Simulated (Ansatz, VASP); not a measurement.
Ni: VASP beside Ansatz

Contents of INCAR:

```
  ALGO = Normal
  EDIFF = 1E-7
  ENCUT = 520
  GGA = CA
  ISIF = 2
  ISMEAR = -1
  ISPIN = 2
  LASPH = True
  LCHARG = False
  LMAXMIX = 4
  LORBIT = 11
  LREAL = False
  LWAVE = False
  MAGMOM = 0.355
  NBANDS = 15
  NELM = 150
  PREC = Accurate
  SIGMA = 0.05
```

KPOINTS

```
k-points
0
Gamma
  18 18 18
```

The input POSCAR:

```
Ni
1.0
   -1.4137685611      1.4137685611      1.4137685611
    1.4137685611     -1.4137685611      1.4137685611
    1.4137685611      1.4137685611     -1.4137685611
Ni
1
Direct
    0.0000000000      0.0000000000      0.0000000000
```

Input for Ansatz:

```yaml
crystal:
  lattice:
    - [-1.4137685611, 1.4137685611, 1.4137685611]
    - [1.4137685611, -1.4137685611, 1.4137685611]
    - [1.4137685611, 1.4137685611, -1.4137685611]
  atoms:
    - { symbol: Ni, position: [0.0, 0.0, 0.0], spin: 0.355 }
hamiltonian:
  xc: lda
  pseudopotentials:
    kind: paw
    azcp:
      Ni: "pseudopotentials/Ni.paw.azcp"
basis:
  ecutwfc: 420
  fft_grid_basis: typed
kpoints:
  mp_grid: { grid: [18, 18, 18], shift: [0, 0, 0] }
magnetization:
  spin_polarized: true
scf:
  occupations: { method: fermi_dirac, width: 0.05 }
  lower_state_search: "off"
output:
  stress: true
```

Alike in both runs: task single point; functional LDA; k mesh 18 × 18 × 18; occupations fermi-dirac, width 0.05 eV; collinear spin.

|  | VASP | Ansatz |
| --- | --- | --- |
| version | VASP 6.6.1 | Ansatz 0.2.0 |
| potentials or method | VASP PAW LDA potentials, release 64 (Ni), cutoff 520 eV | plane waves (420 eV) with PAW, scalar-relativistic |
| valence electrons in the cell | 10 | 18 |

|  | VASP | Ansatz | Ansatz less VASP |
| --- | --- | --- | --- |
| pressure (GPa) | -20.9 | -21.0 | -0.13 |
| net moment per atom (μB) | 0.54 | 0.56 | +0.024 |
| size of the moment on the site where the two differ most (μB) | 0.54 | 0.59 | +0.043 |

Ansatz warns that its potentials were made for another functional, while VASP's fit it. LDA's correlation is that of Perdew and Zunger in VASP and of Perdew and Wang (1992) in Ansatz. Site moments also hang on the region over which each program counts them. VASP's potentials hold 10 valence electrons a cell and Ansatz's 18, so a difference there can come from the potentials and not from the codes.
